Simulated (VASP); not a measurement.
Write the native input for VASP 6.6.1 that does the following.

| Quantity | Value |
| --- | --- |
| Task | single point |
| Functional | PBE |
| Potentials or basis | VASP PAW PBE potentials, release 64 (Li_sv, Cl) |
| Cutoff | 520 eV |
| k mesh | 6 × 6 × 4 |
| Occupations | gaussian, width 0.1 eV |
| Spin | no spin polarisation |
| Dipole correction | no |
| Further INCAR settings | ALGO = Normal; EDIFF = 1e-07; NBANDS = 12 |

The structure of LiCl lies in POSCAR:

```
LiCl
1.0
    3.4390851215      0.0000000000      0.0000000000
    0.0000000000      3.4390851215      0.0000000000
    0.0000000000      0.0000000000      4.7583349766
Li Cl
1 1
Direct
    0.0000000000      0.0000000000      0.0000000000
    0.5000000000      0.5000000000      0.0000000000
```

This cell differs from its parent crystal: atoms taken out.

One way to write it, as run:

INCAR

```
SYSTEM = LiCl
  ALGO = Normal
  EDIFF = 1E-7
  ENCUT = 520
  GGA = PE
  ISIF = 2
  ISMEAR = 0
  LASPH = .TRUE.
  LCHARG = .TRUE.
  LELF = .TRUE.
  LREAL = .FALSE.
  LVHAR = .TRUE.
  LWAVE = .FALSE.
  NBANDS = 12
  NELM = 80
  PREC = Accurate
  SIGMA = 0.1
```

KPOINTS

```
k-points
0
G
  6 6 4
  0 0 0
```

Potentials or basis: VASP PAW PBE potentials, release 64 (Li_sv, Cl).

Command:

```bash
$ cat potpaw_PBE.64/Li_sv/POTCAR potpaw_PBE.64/Cl/POTCAR > POTCAR
$ mpirun -np 1 vasp_std > vasp.out
```

Results of the run:

| Quantity | Value |
| --- | --- |
| Band gap on the k mesh | 4.87 eV (least direct gap 5.31 eV) |

Caveat: the cell differs from its parent crystal (atoms taken out).

Run time: 34 s on 1 thread of Oxide Virtual Turin-like Processor, on a shared host, peak memory 0.14 GiB.
